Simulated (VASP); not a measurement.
# Cd4SeS3 in VASP: notebook

The runs below take Cd4SeS3 through single point, with PBE.

Everything below comes from runs of VASP 6.6.1. Logs are shortened: lines on timing, memory, paths and dates and some standing lists are left out, and cuts for length are marked.

**1. The cell of the first run**

It takes space group P-43m (No. 215, cubic). Conventional cell: a = 5.992 Å, b = 5.992 Å, c = 5.992 Å, α = 90.00°, β = 90.00°, γ = 90.00°. Cd (site symmetry 3m) has 3 S at 2.58 Å and 1 Se at 2.65 Å within 3.4 Å. Se (site symmetry -43m) has 4 Cd at 2.65 Å within 3.5 Å. S (site symmetry -42m) has 4 Cd at 2.58 Å within 3.4 Å.

**2. Single point, PBE**

Contents of INCAR:

```
PREC = Accurate ; ENCUT = 520
EDIFF = 1E-7 ; ISMEAR = 0
SIGMA = 0.1 ; LREAL = False
LASPH = True ; NELM = 100
ALGO = Normal ; ISIF = 2
LWAVE = False ; LCHARG = False
GGA = PE ; NBANDS = 46
```

Contents of KPOINTS:

```
regular mesh
0
Gamma
  2 2 2
```

Contents of POSCAR:

```
Cd4SeS3
1.0
    5.9919743000      0.0000000000      0.0000000000
    0.0000000000      5.9919743000      0.0000000000
    0.0000000000      0.0000000000      5.9919743000
Cd Se S
4 1 3
Direct
    0.2442710000      0.7557290000      0.2442710000
    0.2442710000      0.2442710000      0.7557290000
    0.7557290000      0.7557290000      0.7557290000
    0.7557290000      0.2442710000      0.2442710000
    0.5000000000      0.5000000000      0.5000000000
    0.5000000000      0.0000000000      0.0000000000
    0.0000000000      0.0000000000      0.5000000000
    0.0000000000      0.5000000000      0.0000000000
```

Potentials or basis: VASP PAW PBE potentials, release 64 (Cd, Se, S).

Command:

```
cat potpaw_PBE.64/Cd/POTCAR potpaw_PBE.64/Se/POTCAR potpaw_PBE.64/S/POTCAR > POTCAR
mpirun -np 1 vasp_std > vasp.out
```

OUTCAR:

```text
PREC = Accurate
   ENCUT = 520
   EDIFF = 1E-7
   ISMEAR = 0
   LREAL = False
   LASPH = True
   NELM = 100
   ISIF = 2
   GGA = PE

 ion  position               nearest neighbor table
   1  0.244  0.756  0.244-   6 2.58   7 2.58   8 2.58   5 2.65
   2  0.244  0.244  0.756-   6 2.58   7 2.58   8 2.58   5 2.65
   3  0.756  0.756  0.756-   6 2.58   7 2.58   8 2.58   5 2.65
   4  0.756  0.244  0.244-   6 2.58   7 2.58   8 2.58   5 2.65
   5  0.500  0.500  0.500-   1 2.65   2 2.65   3 2.65   4 2.65
   6  0.500  0.000  0.000-   1 2.58   2 2.58   3 2.58   4 2.58
   7  0.000  0.000  0.500-   1 2.58   2 2.58   3 2.58   4 2.58
   8  0.000  0.500  0.000-   1 2.58   2 2.58   3 2.58   4 2.58

  LATTYP: Found a simple cubic cell.
 ALAT       =     5.9919743000

  Lattice vectors:

 A1 = (   5.9919743000,   0.0000000000,   0.0000000000)
 A2 = (   0.0000000000,   5.9919743000,   0.0000000000)
 A3 = (   0.0000000000,   0.0000000000,   5.9919743000)

Analysis of symmetry for initial positions (statically):
=====================================================================
 Subroutine PRICEL returns:
 Original cell was already a primitive cell.

 Routine SETGRP: Setting up the symmetry group for a
 simple cubic supercell.

 Subroutine GETGRP returns: Found 24 space group operations
 (whereof 24 operations were pure point group operations)
 out of a pool of 48 trial point group operations.

The static configuration has the point symmetry T_d .

Analysis of symmetry for dynamics (positions and initial velocities):
=====================================================================
 Subroutine PRICEL returns:
 Original cell was already a primitive cell.

 Routine SETGRP: Setting up the symmetry group for a
 simple cubic supercell.

 Subroutine GETGRP returns: Found 24 space group operations
 (whereof 24 operations were pure point group operations)
 out of a pool of 48 trial point group operations.

The dynamic configuration has the point symmetry T_d .

 Subroutine INISYM returns: Found 24 space group operations
 (whereof 24 operations are pure point group operations),
 and found     1 'primitive' translations

----------------------------------------------------------------------------------------

                                     Primitive cell

  volume of cell :     215.1344

  direct lattice vectors                    reciprocal lattice vectors
     5.991974300  0.000000000  0.000000000     0.166889901  0.000000000  0.000000000
     0.000000000  5.991974300  0.000000000     0.000000000  0.166889901  0.000000000
     0.000000000  0.000000000  5.991974300     0.000000000  0.000000000  0.166889901

  length of vectors
     5.991974300  5.991974300  5.991974300     0.166889901  0.166889901  0.166889901

  position of ions in fractional coordinates (direct lattice)
     0.244271000  0.755729000  0.244271000
     0.244271000  0.244271000  0.755729000
     0.755729000  0.755729000  0.755729000
     0.755729000  0.244271000  0.244271000
     0.500000000  0.500000000  0.500000000
     0.500000000  0.000000000  0.000000000
     0.000000000  0.000000000  0.500000000
     0.000000000  0.500000000  0.000000000

  ion indices of the primitive-cell ions
   primitive index   ion index
                 1           1
                 2           2
                 3           3
                 4           4
                 5           5
                 6           6
                 7           7
                 8           8

----------------------------------------------------------------------------------------

 KPOINTS: regular mesh

Automatic generation of k-mesh.
 Grid dimensions read from file:
 generate k-points for:    2    2    2

 Generating k-lattice:

  Cartesian coordinates                     Fractional coordinates (reciprocal lattice)
     0.083444951  0.000000000  0.000000000     0.500000000  0.000000000  0.000000000
     0.000000000  0.083444951  0.000000000     0.000000000  0.500000000  0.000000000
     0.000000000  0.000000000  0.083444951     0.000000000  0.000000000  0.500000000

  Length of vectors
     0.083444951  0.083444951  0.083444951

  Shift w.r.t. Gamma in fractional coordinates (k-lattice)
     0.000000000  0.000000000  0.000000000

 Subroutine IBZKPT returns following result:
 ===========================================

 Found      4 irreducible k-points:

 Following reciprocal coordinates:
            Coordinates               Weight
  0.000000  0.000000  0.000000      1.000000
  0.500000  0.000000  0.000000      3.000000
  0.500000  0.500000  0.000000      3.000000
  0.500000  0.500000  0.500000      1.000000
   k-points           NKPTS =      4   k-points in BZ     NKDIM =      4   number of bands    NBANDS=     46
   number of dos      NEDOS =    301   number of ions     NIONS =      8
   total plane-waves  NPLWV = 110592
   dimension x,y,z NGX =    48 NGY =   48 NGZ =   48
   dimension x,y,z NGXF=    96 NGYF=   96 NGZF=   96
   ions per type =               4   1   3
   NGX,Y,Z   is equivalent  to a cutoff of  13.32, 13.32, 13.32 a.u.
   NGXF,Y,Z  is equivalent  to a cutoff of  26.63, 26.63, 26.63 a.u.
 SYSTEM =  unknown system
   PREC   = accura    normal or accurate (medium, high low for compatibility)
   ISTART =      0    job   : 0-new  1-cont  2-samecut
   ICHARG =      2    charge: 1-file 2-atom 10-const
   ISPIN  =      1    spin polarized calculation?
   LNONCOLLINEAR =      F non collinear calculations
   LSORBIT =      F    spin-orbit coupling
   LASPH  =      T    aspherical Exc in radial PAW
   ENCUT  =  520.0 eV  38.22 Ry    6.18 a.u.  11.14 11.14 11.14*2*pi/ulx,y,z
   NELM   =    100;   NELMIN=  2; NELMDL= -5     # of ELM steps
   EDIFF  = 0.1E-06   stopping-criterion for ELM
   LREAL  =      F    real-space projection
   EDIFFG = 0.1E-05   stopping-criterion for IOM
   NSW    =      0    number of steps for IOM
   IBRION =     -1    ionic relax: 0-MD 1-quasi-New 2-CG
   NFREE  =      0    steps in history (QN), initial steepest desc. (CG)
   ISIF   =      2    stress and relaxation
   ISYM   =      2    0-nonsym 1-usesym 2-fastsym
   POTIM  = 0.5000    time-step for ionic-motion
   TEBEG  =    0.0;   TEEND  =   0.0 temperature during run
   PSTRESS=    0.0 pullay stress
   NELECT =      72.0000    total number of electrons
   NUPDOWN=      -1.0000    fix difference up-down
   EMIN   =  10.00;   EMAX   =-10.00  energy-range for DOS
   EFERMI =   0.00;   METHOD = LEGACY
   ISMEAR =     0;   SIGMA  =   0.10  broadening in eV -4-tet -1-fermi 0-gaus
   EFERMI_NEDOS =   21; number of points for ismear=-14 and -15
   IALGO  =     38    algorithm
   IMIX   =      4    mixing-type and parameters
     AMIX     =   0.40;   BMIX     =  1.00
     AMIX_MAG =   1.60;   BMIX_MAG =  1.00
  volume/ion in A,a.u.               =      26.89       181.47
  Fermi-wavevector in a.u.,A,eV,Ry     =   1.136621  2.147902 17.577470  1.291908
  Thomas-Fermi vector in A             =   2.273326
   LORBIT       =      0    0 simple, 1 ext, 2 COOP (PROOUT), +10 PAW based schemes
   GGA     = PE    functional components
   LHFCALC =     F    Hartree Fock is set to
   AEXX    =    0.0000 exact exchange contribution
   IVDW    =     0    specifies the selected vdW correction
   LEPSILON=     F    determine dielectric tensor
   LRPA    =     F    only Hartree local field effects (RPA)
 non-spin polarized calculation
 Gauss-broadening in eV      SIGMA  =   0.10
  energy-cutoff  :      520.00
  volume of cell :      215.13
 maximum number of plane-waves:      5832
 NGX is ok and might be reduce to    48
   NGX = 23   NGY = 23   NGZ = 23

 number of electron      71.9999989 magnetization

 Free energy of the ion-electron system (eV)
  ---------------------------------------------------
  ext. energy  EPLUGINS =         0.00000000
  ---------------------------------------------------
  free energy    TOTEN  =       -23.74020665 eV

  energy without entropy =      -23.74020665  energy(sigma->0) =      -23.74020665

 E-fermi :   1.2976     XC(G=0):  -8.8482

 val. band max:        0.8592107355   @ k =   0.0000   0.0000   0.0000
 cond. band min:       1.7194297086   @ k =   0.0000   0.0000   0.0000
 fundamental gap:      0.8602189732
 Fermi energy:         1.2975834476

 k-point     1 :       0.0000    0.0000    0.0000
  band No.  band energies     occupation
      1     -11.2975      2.00000
      2     -10.8415      2.00000
      3     -10.7916      2.00000
      4     -10.7916      2.00000
      5      -6.8070      2.00000
      6      -6.8070      2.00000
[... 38 lines left out ...]
     45       7.2259      0.00000
     46       7.2259      0.00000

 k-point     2 :       0.5000    0.0000    0.0000
  band No.  band energies     occupation
      1     -11.0778      2.00000
      2     -11.0274      2.00000
      3     -10.8219      2.00000
      4     -10.7926      2.00000
      5      -6.6881      2.00000
      6      -6.6881      2.00000
[... 38 lines left out ...]
     45       7.7110      0.00000
     46       7.8111      0.00000

 k-point     3 :       0.5000    0.5000    0.0000
  band No.  band energies     occupation
      1     -10.9876      2.00000
      2     -10.9074      2.00000
      3     -10.9072      2.00000
      4     -10.9072      2.00000
      5      -6.7017      2.00000
      6      -6.6919      2.00000
[... 38 lines left out ...]
     45       7.2917      0.00000
     46       7.2918      0.00000

 k-point     4 :       0.5000    0.5000    0.5000
  band No.  band energies     occupation
      1     -10.9840      2.00000
      2     -10.9042      2.00000
      3     -10.9042      2.00000
      4     -10.9042      2.00000
      5      -6.7267      2.00000
      6      -6.7267      2.00000
[... 38 lines left out ...]
     45       7.6403      0.00000
     46       7.6719      0.00000

------------------------ aborting loop because EDIFF is reached ----------------------------------------

  FORCE on cell =-STRESS in cart. coord.  units (eV):
  Direction    XX          YY          ZZ          XY          YZ          ZX
  --------------------------------------------------------------------------------------
  -------------------------------------------------------------------------------------
  Total        0.5770971      0.5770971      0.5770971     -0.0000000      0.0000000     -0.0000000
  in kB        4.2978339      4.2978339      4.2978339     -0.0000000      0.0000000     -0.0000000
  external PRESSURE =       4.2978339 kB  Pullay stress =       0.0000000 kB

 VOLUME and BASIS-vectors are now :
 -----------------------------------------------------------------------------
  energy-cutoff  :      520.00
  volume of cell :      215.13
      direct lattice vectors                 reciprocal lattice vectors
     5.991974300  0.000000000  0.000000000     0.166889901  0.000000000  0.000000000
     0.000000000  5.991974300  0.000000000     0.000000000  0.166889901  0.000000000
     0.000000000  0.000000000  5.991974300     0.000000000  0.000000000  0.166889901

 POSITION                                       TOTAL-FORCE (eV/Angst)
 -----------------------------------------------------------------------------------
      1.46367      4.52831      1.46367        -0.007320      0.007320     -0.007320
      1.46367      1.46367      4.52831        -0.007320     -0.007320      0.007320
      4.52831      4.52831      4.52831         0.007320      0.007320      0.007320
      4.52831      1.46367      1.46367         0.007320     -0.007320     -0.007320
      2.99599      2.99599      2.99599        -0.000000      0.000000     -0.000000
      2.99599      0.00000      0.00000        -0.000000      0.000000     -0.000000
      0.00000      0.00000      2.99599        -0.000000      0.000000     -0.000000
      0.00000      2.99599      0.00000        -0.000000      0.000000     -0.000000
 -----------------------------------------------------------------------------------
    total drift:                               -0.000000     -0.000000     -0.000000

  FREE ENERGIE OF THE ION-ELECTRON SYSTEM (eV)
  ---------------------------------------------------
  free  energy   TOTEN  =       -23.7402066546 eV

  energy  without entropy=      -23.7402066544  energy(sigma->0) =      -23.74020665
```

Run time: 64 s. Hardware: 1 thread of Intel Xeon Platinum 8259CL at 2.50GHz (Skylake/Cascade Lake), shared host; peak memory 0.33 GiB.

Results:

```yaml
Free_energy: -23.7402 eV
Pressure: 0.4 GPa
Largest_force: 0.013 eV/Å
Band_gap_on_the_k_mesh: 0.86 eV, direct
```

Forces on the atoms (eV/Å):
```
Cd  -0.007  0.007 -0.007
Cd  -0.007 -0.007  0.007
Cd   0.007  0.007  0.007
Cd   0.007 -0.007 -0.007
Se   0.000  0.000  0.000
S    0.000  0.000  0.000
S    0.000  0.000  0.000
S    0.000  0.000  0.000
```

Caveat: the k points lie up to 0.52 Å⁻¹ apart.

**3. Single point, PBE**

This run uses another cell than the first one, of 26.95 Å³/atom, 1.002 times its volume.

Contents of INCAR:

```
PREC = Accurate ; ENCUT = 520
EDIFF = 1E-6 ; ISMEAR = 0
SIGMA = 0.1 ; LREAL = F
LASPH = T ; NELM = 60
ALGO = Normal ; ISIF = 2
LWAVE = F ; LCHARG = T
GGA = PE ; LELF = T
LVHAR = T ; NBANDS = 46
```

Contents of KPOINTS:

```
Automatic mesh
0
Gamma
  2 2 2
```

Contents of POSCAR:

```
Cd4SeS3
1.0
    6.0011835159      0.0015521961     -0.0010329481
    0.0020451556      5.9738706874      0.0013900840
   -0.0010745483      0.0014620441      6.0139277646
Cd Se S
4 1 3
Direct
    0.2429136645      0.7576031217      0.2443557311
    0.2448696189      0.2441061602      0.7560855517
    0.7555682203      0.7545014692      0.7560233004
    0.7564541682      0.2439588432      0.2434379400
    0.4997069578      0.4999471516      0.4989032404
    0.5003572274     -0.0003627395      0.0000189297
   -0.0005577844      0.0002659351      0.5010230839
    0.0006879273      0.4999800583      0.0001522227
```

Potentials or basis: VASP PAW PBE potentials, release 64 (Cd, Se, S).

Command:

```
cat potpaw_PBE.64/Cd/POTCAR potpaw_PBE.64/Se/POTCAR potpaw_PBE.64/S/POTCAR > POTCAR
mpirun -np 1 vasp_std > vasp.out
```

Wall time 92 s (1 thread of Intel Xeon Platinum 8259CL at 2.50GHz (Skylake/Cascade Lake), shared host); peak memory 0.34 GiB.

The run converged. Its results:

- Free energy: -23.7409 eV
- Pressure: 0.3 GPa
- Largest force: 0.024 eV/Å
- Band gap on the k mesh: 0.84 eV, direct

Forces in eV/Å, atoms in the order of the input:
```
Cd   0.017 -0.015  0.008
Cd   0.004  0.006 -0.013
Cd  -0.008  0.003 -0.013
Cd  -0.011  0.005  0.013
Se   0.000  0.001  0.006
S    0.000  0.000  0.001
S    0.001  0.001 -0.002
S   -0.001 -0.001  0.000
```

Stress tensor (GPa, compression positive):
```
 0.30 -0.03  0.01
-0.03  0.38 -0.01
 0.01 -0.01  0.25
```

Levels at points of the mesh, in eV from the valence-band top:
```tsv
k point	band 32	band 33	band 34	band 35	band 36	band 37	band 38	band 39	band 40	band 41
(0.00, 0.00, 0.00)	-1.67	-1.66	-0.02	-0.01	0.00	0.84	3.28	3.58	3.59	4.05
(0.50, 0.00, 0.00)	-1.95	-1.09	-1.08	-0.82	-0.81	3.31	3.35	4.61	4.68	5.05
(0.00, 0.50, 0.00)	-1.95	-1.10	-1.09	-0.83	-0.83	3.32	3.35	4.59	4.65	5.07
(0.50, 0.50, 0.00)	-1.74	-0.91	-0.80	-0.59	-0.58	3.92	3.92	3.95	3.99	5.75
(0.00, 0.00, 0.50)	-1.95	-1.08	-1.08	-0.81	-0.80	3.30	3.34	4.62	4.69	5.04
(0.50, 0.00, 0.50)	-1.71	-0.92	-0.82	-0.61	-0.61	3.90	3.91	3.94	3.98	5.72
(0.00, 0.50, 0.50)	-1.73	-0.91	-0.81	-0.59	-0.59	3.91	3.92	3.94	3.99	5.74
(0.50, 0.50, 0.50)	-0.80	-0.79	-0.51	-0.50	-0.49	2.68	2.68	2.68	2.88	6.73
```

Caveat: the k points lie up to 0.53 Å⁻¹ apart. As with any semilocal functional, this PBE gap is likely too small.

**4. Single point, PBE**

Contents of INCAR:

```
SYSTEM = Cd4SeS3
ALGO = Normal ; EDIFF = 1E-6
ENCUT = 520 ; GGA = PE
ISIF = 2 ; ISMEAR = 0
LASPH = .TRUE. ; LCHARG = .TRUE.
LELF = .TRUE. ; LREAL = .FALSE.
LVHAR = .TRUE. ; LWAVE = .FALSE.
NBANDS = 46 ; NELM = 60
PREC = Accurate ; SIGMA = 0.1
```

Contents of KPOINTS:

```
k-points
0
G
  4 4 4
  0 0 0
```

Contents of POSCAR:

```
Cd4SeS3
1.0
    5.9919743000      0.0000000000      0.0000000000
    0.0000000000      5.9919743000      0.0000000000
    0.0000000000      0.0000000000      5.9919743000
Cd Se S
4 1 3
Direct
    0.2442710000      0.7557290000      0.2442710000
    0.2442710000      0.2442710000      0.7557290000
    0.7557290000      0.7557290000      0.7557290000
    0.7557290000      0.2442710000      0.2442710000
    0.5000000000      0.5000000000      0.5000000000
    0.5000000000      0.0000000000      0.0000000000
    0.0000000000      0.0000000000      0.5000000000
    0.0000000000      0.5000000000      0.0000000000
```

Command:

```
cat potpaw_PBE.64/Cd/POTCAR potpaw_PBE.64/Se/POTCAR potpaw_PBE.64/S/POTCAR > POTCAR
mpirun -np 1 vasp_std > vasp.out
```

It took 1.8 min on 1 thread of Intel Xeon Platinum 8259CL at 2.50GHz (Skylake/Cascade Lake), shared host; peak memory 0.37 GiB.

It converged, with:

```yaml
Free_energy: -23.9008 eV
Pressure: 0.3 GPa
Largest_force: 0.017 eV/Å
Band_gap_on_the_k_mesh: 0.87 eV, direct
```

Forces on the atoms (eV/Å):
```
Cd  -0.010  0.010 -0.010
Cd  -0.010 -0.010  0.010
Cd   0.010  0.010  0.010
Cd   0.010 -0.010 -0.010
Se   0.000  0.000  0.000
S    0.000  0.000  0.000
S    0.000  0.000  0.000
S    0.000  0.000  0.000
```

Levels at points of the mesh, in eV from the valence-band top:
```
           k point  band 34  band 35  band 36  band 37  band 38  band 39
(0.00, 0.00, 0.00)     0.00     0.00     0.00     0.87     3.32     3.60
(0.50, 0.00, 0.00)    -1.07    -0.81    -0.81     3.34     3.37     4.64
(0.50, 0.50, 0.00)    -0.80    -0.59    -0.59     3.95     3.95     3.97
(0.50, 0.50, 0.50)    -0.50    -0.50    -0.50     2.71     2.71     2.71
```

Expect the measured gap to be larger: semilocal functionals such as PBE lack the derivative discontinuity.

**5. Summary**

```tsv
cell	k mesh	gap on the mesh (eV)	pressure (GPa)	largest force (eV/Å)
a = 5.992 Å, 8 atoms	2 × 2 × 2	0.86	0.4	0.01
a = 6.001, b = 5.974, c = 6.014 Å, 8 atoms	2 × 2 × 2	0.84	0.3	0.02
a = 5.992 Å, 8 atoms	4 × 4 × 4	0.87	0.3	0.02
```

Alike in all rows: task single point; level PBE; potentials or basis VASP PAW PBE potentials, release 64 (Cd, Se, S); no spin polarisation; cutoff (eV) 520; smearing gaussian 0.1 eV.

Caveats: some runs use coarse meshes.

Total energies depend on the potentials used, so only differences within one code and one set of settings carry meaning.
